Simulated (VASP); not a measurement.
# MgS (Fm-3m) in VASP: settings compared, part 2 of 2

VASP 6.6.1. The steps go on from the part before.

## 3. Single point, PBEsol+D3(BJ)

This run uses another cell than the first one, of 16.85 Å³/atom.

Contents of INCAR:

```
SYSTEM = MgS
  PREC = Accurate
  ENCUT = 520
  EDIFF = 1E-7
  ISMEAR = -1
  SIGMA = 0.05
  LREAL = .FALSE.
  LASPH = .TRUE.
  NELM = 60
  ALGO = Normal
  ISIF = 2
  LWAVE = .FALSE.
  LCHARG = .TRUE.
  GGA = PS
  IVDW = 12
  LELF = .TRUE.
  LVHAR = .TRUE.
  NBANDS = 11
```

Contents of KPOINTS:

```
regular mesh
0
G
  9 9 9
  0 0 0
```

Contents of POSCAR:

```
MgS
1.0
    0.0000000000      2.5634582816      2.5634582816
    2.5634582816      0.0000000000      2.5634582816
    2.5634582816      2.5634582816      0.0000000000
S Mg
1 1
Direct
    0.5000000000      0.5000000000      0.5000000000
    0.0000000000      0.0000000000      0.0000000000
```

Potentials or basis: VASP PAW PBE potentials, release 64 (S, Mg).

Command:

```sh
$ cat potpaw_PBE.64/S/POTCAR potpaw_PBE.64/Mg/POTCAR > POTCAR
$ mpirun -np 1 vasp_std > vasp.out
```

OUTCAR:

```text
SYSTEM = MgS
   PREC = Accurate
   ENCUT = 520
   EDIFF = 1E-7
   ISMEAR = -1
   LREAL = .FALSE.
   LASPH = .TRUE.
   NELM = 60
   ISIF = 2
   GGA = PS
   IVDW = 12
 IVDW          = 12

 ion  position               nearest neighbor table
   1  0.500  0.500  0.500-   2 2.56   2 2.56   2 2.56   2 2.56   2 2.56   2 2.56
   2  0.000  0.000  0.000-   1 2.56   1 2.56   1 2.56   1 2.56   1 2.56   1 2.56

  LATTYP: Found a face centered cubic cell.
 ALAT       =     5.1269165632

  Lattice vectors:

 A1 = (   0.0000000000,   2.5634582816,   2.5634582816)
 A2 = (   2.5634582816,   0.0000000000,   2.5634582816)
 A3 = (   2.5634582816,   2.5634582816,   0.0000000000)

Analysis of symmetry for initial positions (statically):
=====================================================================
 Subroutine PRICEL returns:
 Original cell was already a primitive cell.

 Routine SETGRP: Setting up the symmetry group for a
 face centered cubic supercell.

 Subroutine GETGRP returns: Found 48 space group operations
 (whereof 48 operations were pure point group operations)
 out of a pool of 48 trial point group operations.

The static configuration has the point symmetry O_h .

Analysis of symmetry for dynamics (positions and initial velocities):
=====================================================================
 Subroutine PRICEL returns:
 Original cell was already a primitive cell.

 Routine SETGRP: Setting up the symmetry group for a
 face centered cubic supercell.

 Subroutine GETGRP returns: Found 48 space group operations
 (whereof 48 operations were pure point group operations)
 out of a pool of 48 trial point group operations.

The dynamic configuration has the point symmetry O_h .

 Subroutine INISYM returns: Found 48 space group operations
 (whereof 48 operations are pure point group operations),
 and found     1 'primitive' translations

----------------------------------------------------------------------------------------

[... 119 lines left out ...]
   AEXX    =    0.0000 exact exchange contribution
   IVDW    =    12    specifies the selected vdW correction
   LEPSILON=     F    determine dielectric tensor
   LRPA    =     F    only Hartree local field effects (RPA)
 non-spin polarized calculation
  energy-cutoff  :      520.00
  volume of cell :       33.69
 maximum number of plane-waves:       918
   NGX = 13   NGY = 13   NGZ = 13

 number of electron       7.9999998 magnetization

 Free energy of the ion-electron system (eV)
  ---------------------------------------------------
  ext. energy  EPLUGINS =         0.00000000
  ---------------------------------------------------
  free energy    TOTEN  =        -9.06736665 eV

  energy without entropy =       -9.06736665  energy(sigma->0) =       -9.06736665

 E-fermi :   5.1105     XC(G=0): -10.0215

 val. band max:        4.0814298132   @ k =   0.0000   0.0000   0.0000
 cond. band min:       7.0086228866   @ k =   0.4444   0.4444   0.0000
 fundamental gap:      2.9271930733
 Fermi energy:         5.1105497965

 k-point     1 :       0.0000    0.0000    0.0000
  band No.  band energies     occupation
      1      -8.8646      2.00000
      2       4.0814      2.00000
      3       4.0814      2.00000
      4       4.0814      2.00000
      5       8.0309      0.00000
      6      11.9039      0.00000
      7      11.9039      0.00000
      8      11.9039      0.00000
      9      14.4396      0.00000
     10      14.4396      0.00000
     11      16.4802      0.00000
[... 309 lines left out ...]
 k-point    24 :       0.4444    0.4444    0.0000
  band No.  band energies     occupation
      1      -7.0819      2.00000
      2      -0.3102      2.00000
      3       2.3113      2.00000
      4       2.3113      2.00000
      5       7.0086      0.00000
      6       8.2491      0.00000
      7      16.0329      0.00000
      8      16.9048      0.00000
      9      17.3841      0.00000
     10      17.3841      0.00000
     11      20.6001      0.00000

 [... further k-points ...]

------------------------ aborting loop because EDIFF is reached ----------------------------------------

 Edisp (eV)   -0.62929

 E8    (eV) :    -0.3914

  FORCE on cell =-STRESS in cart. coord.  units (eV):
  Direction    XX          YY          ZZ          XY          YZ          ZX
  --------------------------------------------------------------------------------------
  -------------------------------------------------------------------------------------
  Total      -0.12467    -0.12467    -0.12467     0.00000     0.00000    -0.00000
  in kB      -5.92899    -5.92899    -5.92899     0.00000     0.00000    -0.00000
  external pressure =       -5.93 kB  Pullay stress =        0.00 kB

 VOLUME and BASIS-vectors are now :
 -----------------------------------------------------------------------------
  energy-cutoff  :      520.00
  volume of cell :       33.69
      direct lattice vectors                 reciprocal lattice vectors
     0.000000000  2.563458282  2.563458282    -0.195049010  0.195049010  0.195049010
     2.563458282  0.000000000  2.563458282     0.195049010 -0.195049010  0.195049010
     2.563458282  2.563458282  0.000000000     0.195049010  0.195049010 -0.195049010

 POSITION                                       TOTAL-FORCE (eV/Angst)
 -----------------------------------------------------------------------------------
      2.56346      2.56346      2.56346         0.000000      0.000000     -0.000000
      0.00000      0.00000      0.00000        -0.000000     -0.000000      0.000000
 -----------------------------------------------------------------------------------
    total drift:                                0.000000      0.000000      0.000000

  FREE ENERGIE OF THE ION-ELECTRON SYSTEM (eV)
  ---------------------------------------------------
  free  energy   TOTEN  =        -9.6966572075 eV

  energy  without entropy=       -9.6966572074  energy(sigma->0) =       -9.69665721
```

stdout:

```text
POSCAR found type information on POSCAR S Mg
 POSCAR found :  2 types and       2 ions
 scaLAPACK will be used
 -----------------------------------------------------------------------------
|                                                                             |
|                                                                             |
|     You enforced a specific xc type in the INCAR file but a different       |
|     I HOPE YOU KNOW WHAT YOU ARE DOING!                                     |
|                                                                             |
 -----------------------------------------------------------------------------

 LDA part: xc-table for (Slater+PW92), standard interpolation
 POSCAR, INCAR and KPOINTS ok, starting setup
 FFT: planning ... GRIDC
 FFT: planning ... GRID_SOFT
 FFT: planning ... GRID
 WAVECAR not read
 entering main loop
```

It took 22 s on 1 thread of Intel Xeon Platinum 8259CL at 2.50GHz (Skylake/Cascade Lake), shared host; peak memory 0.17 GiB.

Results:

```yaml
Free_energy: -9.6967 eV
Pressure: -0.6 GPa
Band_gap_on_the_k_mesh: 2.93 eV (least direct gap 3.95 eV)
Dispersion_energy_per_atom: -0.315 eV
```

Caveat: three body term missing; the PAW data sets were made with another functional, which shifts forces and pressure a little; an odd mesh through Γ misses points on the zone boundary, where band edges can lie.

## 4. Single point, PBEsol+D4

This run uses another cell than the first one, of 17.07 Å³/atom.

Contents of INCAR:

```
PREC     = Accurate       # precision mode
ENCUT    = 520            # plane-wave cutoff, eV
EDIFF    = 1E-7           # SCF threshold, eV
ISMEAR   = -1             # smearing method
SIGMA    = 0.05           # smearing width, eV
LREAL    = False          # projectors in reciprocal space
LASPH    = True           # aspherical terms in the spheres
NELM     = 60             # most SCF steps
ALGO     = Normal         # electronic algorithm
ISIF     = 2              # what is computed and relaxed
LWAVE    = False          # write WAVECAR
LCHARG   = True           # write CHGCAR
GGA      = PS             # functional
IVDW     = 13             # dispersion correction
LELF     = True           # ELF
LVHAR    = True         
NBANDS   = 11             # bands
```

Contents of KPOINTS:

```
regular mesh
0
Gamma
  9 9 9
```

Contents of POSCAR:

```
MgS
1.0
    0.0000000000      2.5746668044      2.5746668044
    2.5746668044      0.0000000000      2.5746668044
    2.5746668044      2.5746668044      0.0000000000
S Mg
1 1
Direct
    0.5000000000      0.5000000000      0.5000000000
    0.0000000000      0.0000000000      0.0000000000
```

Command:

```sh
$ cat potpaw_PBE.64/S/POTCAR potpaw_PBE.64/Mg/POTCAR > POTCAR
$ mpirun -np 1 vasp_std > vasp.out
```

It took 19 s on 1 thread of Intel Xeon Platinum 8259CL at 2.50GHz (Skylake/Cascade Lake), shared host; peak memory 0.16 GiB.

It converged, with:

| Item | Value |
| --- | --- |
| Free energy | -9.4121 eV |
| Pressure | -0.2 GPa |
| Band gap on the k mesh | 2.90 eV (least direct gap 3.84 eV) |
| Dispersion energy per atom | -0.170 eV |

Levels at points of the mesh, in eV from the valence-band top:
```tsv
k point	band 1	band 2	band 3	band 4	band 5	band 6	band 7	band 8	band 9
(0.00, 0.00, 0.00)	-12.87	0.00	0.00	0.00	3.84	7.83	7.83	7.83	10.35
```

Caveat: the PAW data sets were made with another functional, which shifts forces and pressure a little; an odd mesh through Γ misses points on the zone boundary, where band edges can lie.

## 5. The runs side by side

```csv
level,cell,gap on the mesh (eV),pressure (GPa)
PBEsol+D3(BJ),"a = 3.619 Å, angles 60.0°, 2 atoms",2.94,-0.2
PBEsol+D3(BJ),"a = 3.625 Å, angles 60.0°, 2 atoms",2.93,-0.6
PBEsol+D4,"a = 3.641 Å, angles 60.0°, 2 atoms",2.90,-0.2
```

Alike in all rows: task single point; potentials or basis VASP PAW PBE potentials, release 64 (S, Mg); no spin polarisation; k mesh 9 × 9 × 9; cutoff (eV) 520; smearing fermi-dirac 0.05 eV.

Caveats: the PAW data sets were made with another functional, which shifts forces and pressure a little; an odd mesh through Γ misses points on the zone boundary, where band edges can lie; three body term missing (at least some runs).

Total energies depend on the potentials used, so only differences within one code and one set of settings carry meaning.
